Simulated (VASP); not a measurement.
Input of a VASP 6.6.1 run:

The input INCAR:

```
PREC = Accurate
ENCUT = 520
EDIFF = 1E-6
ISMEAR = -1
SIGMA = 0.15
LREAL = F
LASPH = T
NELM = 80
ALGO = Normal
ISIF = 2
LWAVE = F
LCHARG = F
GGA = CA
NBANDS = 11
```

KPOINTS

```
Automatic mesh
0
Gamma
  8 8 8
```

File POSCAR:

```
Si
1.0
    0.0000000000      2.7218511865      2.7218511865
    2.7218511865      0.0000000000      2.7218511865
    2.7218511865      2.7218511865      0.0000000000
Si
2
Direct
    0.5000000000      0.5000000000      0.5000000000
    0.7500000000      0.7500000000      0.7500000000
```

Potentials or basis: VASP PAW LDA potentials, release 64 (Si).

The run is started by

```bash
$ cat potpaw_LDA.64/Si/POTCAR > POTCAR
$ mpirun -np 1 vasp_std > vasp.out
```

Q: What does it give for the band gap on the k mesh?

A: 0.53 eV, indirect (least direct gap 2.52 eV).

Q: What does it give for the pressure?

A: -2.1 GPa.

A k mesh can miss the band edges. As with any semilocal functional, this LDA gap is likely too small.
